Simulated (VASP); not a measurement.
# Zr (P6_3/mmc) in VASP: notebook

The runs below take Zr through relaxation of cell and atoms, with PBE.

All numbers are computed with VASP 6.6.1; they aren't measurements. Logs are shortened: lines on timing, memory, paths and dates and some standing lists are left out, and cuts for length are marked.

### 1 The cell of the first run

The structure is hexagonal, space group P6_3/mmc (No. 194). Conventional cell: a = 2.608 Å, b = 2.608 Å, c = 4.690 Å, α = 90.00°, β = 90.00°, γ = 120.00°. Zr (site symmetry -6m2) has 12 Zr at 2.61 to 2.79 Å within 3.4 Å.

### 2 Relaxation of cell and atoms, PBE, target pressure 110 GPa, at which the enthalpy is minimised

Input file INCAR:

```
SYSTEM = Zr
ALGO     = Normal         ! electronic algorithm
EDIFF    = 1E-7           ! SCF threshold, eV
EDIFFG   = -0.005         ! ionic threshold
ENCUT    = 600            ! plane-wave cutoff, eV
GGA      = PE             ! functional
IBRION   = 2              ! ionic algorithm
ISIF     = 3              ! what is computed and relaxed
ISMEAR   = -1             ! smearing method
LASPH    = .TRUE.         ! aspherical terms in the spheres
LCHARG   = .FALSE.        ! write CHGCAR
LREAL    = .FALSE.        ! projectors in reciprocal space
LWAVE    = .FALSE.        ! write WAVECAR
NELM     = 60             ! most SCF steps
NSW      = 32             ! ionic steps
PREC     = Accurate       ! precision mode
PSTRESS  = 1100.0       
SIGMA    = 0.08           ! smearing width, eV
```

Input file KPOINTS:

```
k-points
0
G
  16 16 9
  0 0 0
```

Input file POSCAR:

```
Zr
1.0
    2.6075071723      0.0000000000      0.0000000000
   -1.3037535862      2.2581674518      0.0000000000
    0.0000000000      0.0000000000      4.6901375920
Zr
2
Direct
    0.3333333333      0.6666666667      0.2500000000
    0.6666666667      0.3333333333      0.7500000000
```

Potentials or basis: VASP PAW PBE potentials, release 64 (Zr_sv).

On the command line:

```bash
$ cat potpaw_PBE.64/Zr_sv/POTCAR > POTCAR
$ mpirun -np 1 vasp_std > vasp.out
```

OUTCAR:

```text
SYSTEM = Zr
   EDIFF = 1E-7
   EDIFFG = -0.005
   ENCUT = 600
   GGA = PE
   IBRION = 2
   ISIF = 3
   ISMEAR = -1
   LASPH = .TRUE.
   LREAL = .FALSE.
   NELM = 60
   NSW = 32
   PREC = Accurate
   PSTRESS = 1100.0

 ion  position               nearest neighbor table
   1  0.333  0.667  0.250-   2 2.79   2 2.79   2 2.79   2 2.79   2 2.79   2 2.79   2 3.82   2 3.82
                             2 3.82   2 3.82   2 3.82   2 3.82
   2  0.667  0.333  0.750-   1 2.79   1 2.79   1 2.79   1 2.79   1 2.79   1 2.79   1 3.82   1 3.82
                             1 3.82   1 3.82   1 3.82   1 3.82

  LATTYP: Found a hexagonal cell.
 ALAT       =     2.6075071723
 C/A-ratio  =     1.7987055383

  Lattice vectors:

 A1 = (   2.6075071723,   0.0000000000,   0.0000000000)
 A2 = (  -1.3037535862,   2.2581674518,   0.0000000000)
 A3 = (   0.0000000000,   0.0000000000,   4.6901375920)

Analysis of symmetry for initial positions (statically):
=====================================================================
 Subroutine PRICEL returns:
 Original cell was already a primitive cell.

 Routine SETGRP: Setting up the symmetry group for a
 hexagonal supercell.

 Subroutine GETGRP returns: Found 24 space group operations
 (whereof 12 operations were pure point group operations)
 out of a pool of 24 trial point group operations.

The static configuration has the point symmetry D_3d.
 The point group associated with its full space group is D_6h.

Analysis of symmetry for dynamics (positions and initial velocities):
=====================================================================
 Subroutine PRICEL returns:
 Original cell was already a primitive cell.

 Routine SETGRP: Setting up the symmetry group for a
 hexagonal supercell.

 Subroutine GETGRP returns: Found 24 space group operations
 (whereof 12 operations were pure point group operations)
 out of a pool of 24 trial point group operations.

The dynamic configuration has the point symmetry D_3d.
 The point group associated with its full space group is D_6h.

 Subroutine INISYM returns: Found 24 space group operations
 (whereof 12 operations are pure point group operations),
 and found     1 'primitive' translations

----------------------------------------------------------------------------------------

                                     Primitive cell

  volume of cell :      27.6164

  direct lattice vectors                    reciprocal lattice vectors
[... 97 lines left out ...]
   PSTRESS= 1100.0 pullay stress
   NELECT =      24.0000    total number of electrons
   NUPDOWN=      -1.0000    fix difference up-down
   EMIN   =  10.00;   EMAX   =-10.00  energy-range for DOS
   EFERMI =   0.00;   METHOD = LEGACY
   ISMEAR =    -1;   SIGMA  =   0.08  broadening in eV -4-tet -1-fermi 0-gaus
   EFERMI_NEDOS =   21; number of points for ismear=-14 and -15
   IALGO  =     38    algorithm
   IMIX   =      4    mixing-type and parameters
     AMIX     =   0.40;   BMIX     =  1.00
     AMIX_MAG =   1.60;   BMIX_MAG =  1.00
  volume/ion in A,a.u.               =      13.81        93.18
  Fermi-wavevector in a.u.,A,eV,Ry     =   1.562270  2.952263 33.207581  2.440688
  Thomas-Fermi vector in A             =   2.665213
   LORBIT       =      0    0 simple, 1 ext, 2 COOP (PROOUT), +10 PAW based schemes
   GGA     = PE    functional components
   LHFCALC =     F    Hartree Fock is set to
   AEXX    =    0.0000 exact exchange contribution
   IVDW    =     0    specifies the selected vdW correction
   LEPSILON=     F    determine dielectric tensor
   LRPA    =     F    only Hartree local field effects (RPA)
 conjugate gradient relaxation of ions
 non-spin polarized calculation
  energy-cutoff  :      600.00
  volume of cell :       27.62
 maximum number of plane-waves:       936
 NGX is ok and might be reduce to    24
   NGX = 11   NGY = 11   NGZ = 19

--------------------------------------- Ionic step        1  -------------------------------------------

 number of electron      24.0000000 magnetization

 Free energy of the ion-electron system (eV)
  ---------------------------------------------------
  ext. energy  EPLUGINS =         0.00000000
  ---------------------------------------------------
  free energy    TOTEN  =       -12.52835199 eV

  energy without entropy =      -12.50673449  energy(sigma->0) =      -12.51754324

------------------------ aborting loop because EDIFF is reached ----------------------------------------

  FORCE on cell =-STRESS in cart. coord.  units (eV):
  Direction    XX          YY          ZZ          XY          YZ          ZX
  --------------------------------------------------------------------------------------
  -------------------------------------------------------------------------------------
  Total       19.0973843     19.0973843     18.9907394     -0.0000000     -0.0000000      0.0000000
  in kB     1107.9425233   1107.9425233   1101.7554794     -0.0000000     -0.0000000      0.0000000
  external PRESSURE =       5.8801753 kB  Pullay stress =    1100.0000000 kB
[... 139 lines left out ...]
--------------------------------------- Ionic step        5  -------------------------------------------

 number of electron      24.0000000 magnetization

 Free energy of the ion-electron system (eV)
  ---------------------------------------------------
  ext. energy  EPLUGINS =         0.00000000
  ---------------------------------------------------
  free energy    TOTEN  =       -12.55746073 eV

  energy without entropy =      -12.53587065  energy(sigma->0) =      -12.54666569

 E-fermi :  15.9946     XC(G=0): -13.6949

 val. band max:       15.9908480012   @ k =   0.1875   0.0000   0.2222
 cond. band min:      16.0104830731   @ k =   0.1250   0.0625   0.2222
 fundamental gap:      0.0196350719
 Fermi energy:        15.9945994700

 k-point     1 :       0.0000    0.0000    0.0000
  band No.  band energies     occupation
      1     -32.7436      2.00000
      2     -32.0298      2.00000
      3     -12.3217      2.00000
      4      -8.7431      2.00000
      5      -8.4279      2.00000
      6      -8.4279      2.00000
[... 433 lines left out ...]
      3     -11.5782      2.00000
      4     -11.3645      2.00000
      5     -10.8112      2.00000
      6      -9.8652      2.00000
[... 8 lines left out ...]
     15      17.8878      0.00000
     16      19.7596      0.00000

 [... further k-points ...]

------------------------ aborting loop because EDIFF is reached ----------------------------------------

  FORCE on cell =-STRESS in cart. coord.  units (eV):
  Direction    XX          YY          ZZ          XY          YZ          ZX
  --------------------------------------------------------------------------------------
  -------------------------------------------------------------------------------------
  Total       18.9893342     18.9893342     18.9894862     -0.0000000     -0.0000000     -0.0000000
  in kB     1099.9944700   1099.9944701   1100.0032762     -0.0000001     -0.0000000     -0.0000000
  external PRESSURE =      -0.0025945 kB  Pullay stress =    1100.0000000 kB
[... 21 lines left out ...]
  energy  without entropy=      -12.5358706479  energy(sigma->0) =      -12.54666569

  enthalpy is  TOTEN    =         6.4319688860 eV   P V=       18.9894296166

 reached required accuracy - stopping structural energy minimisation
```

OSZICAR:

```text
N       E                     dE             d eps       ncg     rms          rms(c)
DAV:   1     0.257977498854E+03    0.25798E+03   -0.15445E+04  4800   0.177E+03
DAV:   2     0.315621121257E+01   -0.25482E+03   -0.25204E+03  5984   0.470E+02
DAV:   3    -0.124025945156E+02   -0.15559E+02   -0.15193E+02  8848   0.918E+01
[... 43 lines left out ...]
DAV:   1    -0.125574740818E+02   -0.79310E-03   -0.73087E-04  4872   0.257E-01    0.208E-02
DAV:   2    -0.125574639655E+02    0.10116E-04   -0.23573E-05  5600   0.428E-02    0.934E-03
DAV:   3    -0.125574609664E+02    0.29991E-05   -0.96935E-06  6080   0.251E-02    0.438E-03
DAV:   4    -0.125574607827E+02    0.18368E-06   -0.18268E-07  4456   0.407E-03    0.646E-04
DAV:   5    -0.125574607306E+02    0.52096E-07   -0.40190E-08  2520   0.182E-03
   5 F= 0.64319689E+01 E0= 0.64427639E+01  d E =-.492012E-04
```

CONTCAR:

```text
Zr
   1.00000000000000
     2.6108490907101269   -0.0000000000325649   -0.0000000000000000
    -1.3054245454333295    2.2610616380998243   -0.0000000000000000
     0.0000000000000000   -0.0000000000000000    4.6852810306936918
  Zr
     2
Direct
     0.3333333332999970    0.6666666667000030    0.2500000000000000
     0.6666666667000030    0.3333333332999970    0.7500000000000000

  0.00000000E+00  0.00000000E+00  0.00000000E+00
  0.00000000E+00  0.00000000E+00  0.00000000E+00
```

Run time: 3.2 min. Hardware: 1 thread of Intel Xeon 6975P-C, shared host; peak memory 0.22 GiB.

Results:

```
Free energy                                            : -12.5575 eV
Relaxed volume                                         : 13.83 Å³/atom
Relaxed cell                                           : a = 2.611 Å, b = 2.611 Å, c = 4.685 Å, α = 90.00°, β = 90.00°, γ = 120.00°
Space group after relaxing (to 0.05 Å)                 : P6_3/mmc (No. 194)
Energy change on relaxing (the enthalpy is what falls) : -14.6 meV/atom
Ionic steps                                            : 5
Pressure after relaxing                                : 110.0 GPa
Band gap on the k mesh                                 : zero (band 12 reaches 17.09 eV, above the bottom of band 13 at 15.47 eV)
```

The path:
| step | energy change (eV) | largest force (eV/Å) | pressure (GPa) | volume (Å³) |
| --- | --- | --- | --- | --- |
| 1 | 0.0000 | 0.0000 | 110.59 | 27.62 |
| 2 | -0.1384 | 0.0000 | 107.68 | 27.82 |
| 3 | -0.0334 | 0.0000 | 109.89 | 27.66 |
| 4 | -0.0283 | 0.0000 | 110.02 | 27.66 |
| 5 | -0.0291 | 0.0000 | 110.00 | 27.66 |

Final structure:
```
CELL_PARAMETERS angstrom
2.61085 0.00000 0.00000
-1.30542 2.26106 0.00000
0.00000 0.00000 4.68528
ATOMIC_POSITIONS crystal
Zr 0.33333 0.66667 0.25000
Zr 0.66667 0.33333 0.75000
```

Caveat: the cell is relaxed towards a set pressure, so the enthalpy falls and the energy may rise.

### 3 Relaxation of cell and atoms, PBE, target pressure 110 GPa, at which the enthalpy is minimised

This run uses another cell than the first one, of 14.01 Å³/atom, 1.015 times its volume.

Input file INCAR:

```
ALGO = Normal ; EDIFF = 1E-7
EDIFFG = -0.005 ; ENCUT = 600
GGA = PE ; IBRION = 2
ISIF = 3 ; ISMEAR = -1
LASPH = T ; LCHARG = F
LREAL = F ; LWAVE = F
NELM = 80 ; NSW = 60
PREC = Accurate ; PSTRESS = 1100.0
SIGMA = 0.08
```

Input file KPOINTS:

```
k-points
0
Gamma
  16 16 9
```

Input file POSCAR:

```
Zr
1.0
    2.7133848112      0.0000000000      0.0000000000
   -1.3566924056      2.3498601768      0.0000000000
    0.0000000000      0.0000000000      4.3956833942
Zr
2
Direct
    0.3333333333      0.6666666667      0.2500000000
    0.6666666667      0.3333333333      0.7500000000
```

Potentials or basis: VASP PAW PBE potentials, release 64 (Zr_sv).

On the command line:

```bash
$ cat potpaw_PBE.64/Zr_sv/POTCAR > POTCAR
$ mpirun -np 1 vasp_std > vasp.out
```

Wall time 4.7 min (1 thread of Intel Xeon 6975P-C, shared host); peak memory 0.22 GiB.

It converged, with:

| Property | Result |
| --- | --- |
| Free energy | -12.5586 eV |
| Relaxed volume | 13.83 Å³/atom |
| Relaxed cell | a = 2.611 Å, b = 2.611 Å, c = 4.685 Å, α = 90.00°, β = 90.00°, γ = 120.00° |
| Space group after relaxing (to 0.05 Å) | P6_3/mmc (No. 194) |
| Energy change on relaxing (the enthalpy is what falls) | +60.7 meV/atom |
| Ionic steps | 8 |
| Pressure after relaxing | 110.0 GPa |
| Band gap on the k mesh | zero (band 12 reaches 17.09 eV, above the bottom of band 13 at 15.47 eV) |

Step by step:
```
step  energy change (eV)  largest force (eV/Å)  pressure (GPa)  volume (Å³)
   1              0.0000                0.0000          107.49        28.03
   2              0.5384                0.0000          119.02        27.09
   3              0.5957                0.0000          120.20        27.01
   4              0.0547                0.0000          108.20        27.77
   5              0.2366                0.0000          112.33        27.50
   6              0.1233                0.0000          110.03        27.66
   7              0.1198                0.0000          109.96        27.66
   8              0.1215                0.0000          110.00        27.66
```

Final structure:
```
Zr
1.0
     2.61112    0.00000    0.00000
    -1.30556    2.26130    0.00000
     0.00000    0.00000    4.68461
Zr
2
Cartesian
  0.0000 1.5075 1.1712
  1.3056 0.7538 3.5135
```

Levels at points of the mesh, in eV from the Fermi level:
```tsv
k point	band 10	band 11	band 12	band 13	band 14	band 15
(0.00, 0.00, 0.00)	-3.90	-0.59	1.10	1.10	1.98	1.98
(0.50, 0.00, 0.00)	-4.44	-3.47	0.40	1.39	1.94	2.54
```

Caveat: the cell is relaxed towards a set pressure, so the enthalpy falls and the energy may rise.
